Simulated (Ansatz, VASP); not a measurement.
**One calculation of Ga, two programs**

```
Ga
1.0
     2.58112    0.00000    0.00000
    -1.29056    2.23532    0.00000
     0.00000    0.00000    4.18142
Ga
2
Direct
  0.33333 0.66667 0.25000
  0.66667 0.33333 0.75000
```

Alike in both runs: task relaxation of cell and atoms; functional PBE; k mesh 18 × 18 × 10; occupations fermi-dirac, width 0.05 eV; no spin polarisation.

|  | VASP | Ansatz |
| --- | --- | --- |
| version | VASP 6.6.1 | Ansatz 0.2.0 |
| potentials or method | VASP PAW PBE potentials, release 64 (Ga_d) | PAW with Ansatz's earlier generated frozen-core files (soft_1), scalar-relativistic |
| plane-wave cutoff (eV) | 600 | 420 |
| valence electrons in the cell | 26 | 26 |

```tsv
	VASP	Ansatz	Ansatz less VASP
relaxed volume (Å³/atom)	19.03	19.10	+0.074
relaxed cell length with the largest relative difference (Å)	4.858	4.868	+0.0098
```

Noted on VASP's run: the volume moved by over 15 % at a fixed basis, so the end points are rough.
